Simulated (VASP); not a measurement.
Here is a VASP 6.6.1 calculation.

Contents of POSCAR:

```
Ga2O3
1.0
    6.1273401582     -1.5194410350      0.0025519069
    6.1273401582      1.5194410350      0.0025519069
   -1.3882525279      0.0000000000      5.6394591586
Ga O
4 6
Direct
    0.0905143210      0.0905143210      0.7947941736
    0.9094856790      0.9094856790      0.2052058264
    0.6587080352      0.6587080352      0.3144598333
    0.3412919648      0.3412919648      0.6855401667
    0.1641816305      0.1641816305      0.1091203605
    0.8358183695      0.8358183695      0.8908796395
    0.1733352540      0.1733352540      0.5635340189
    0.8266647460      0.8266647460      0.4364659811
    0.4962524051      0.4962524051      0.2562333464
    0.5037475949      0.5037475949      0.7437666536
```

INCAR.step1

```
SYSTEM = Ga2O3
ALGO = Normal ; EDIFF = 1E-4
ENCUT = 520 ; GGA = PE
ISMEAR = 0 ; LASPH = .TRUE.
LCHARG = .FALSE. ; LREAL = .FALSE.
LWAVE = .TRUE. ; NBANDS = 55
NELM = 60 ; PREC = Accurate
SIGMA = 0.02
```

INCAR.step2

```
SYSTEM = Ga2O3
ALGO = Normal ; EDIFF = 1E-6
ENCUT = 520 ; ISIF = 2
ISMEAR = 0 ; ISTART = 1
LASPH = .TRUE. ; LCHARG = .FALSE.
LMIXTAU = .TRUE. ; LREAL = .FALSE.
LWAVE = .FALSE. ; METAGGA = R2SCAN
NBANDS = 55 ; NELM = 60
PREC = Accurate ; SIGMA = 0.02
```

File KPOINTS:

```
k-points
0
G
  8 8 4
  0 0 0
```

Potentials or basis: VASP PAW PBE potentials, release 64 (Ga_d, O).

The run is started by

```sh
$ cat potpaw_PBE.64/Ga_d/POTCAR potpaw_PBE.64/O/POTCAR > POTCAR
$ cp INCAR.step1 INCAR
$ mpirun -np 1 vasp_std > vasp.out
$ cp INCAR.step2 INCAR
$ mpirun -np 1 vasp_std > vasp.out
```

Task: Estimate the pressure.

Result: 1.9 GPa.

Task: Estimate the largest force.

Result: 0.093 eV/Å.

Task: Predict the band gap on the k mesh.

Result: 3.02 eV (least direct gap 3.04 eV).

Forces in eV/Å, atoms in the order of the input:
```
Ga   0.022  0.000 -0.006
Ga  -0.022  0.000  0.006
Ga  -0.012  0.000  0.051
Ga   0.012  0.000 -0.051
O    0.065  0.000  0.042
O   -0.065  0.000 -0.042
O    0.034  0.000 -0.056
O   -0.034  0.000  0.056
O    0.087  0.000  0.032
O   -0.087  0.000 -0.032
```

Caveat: the PAW data sets were made with another functional, which shifts forces and pressure a little. A k mesh can miss the band edges.
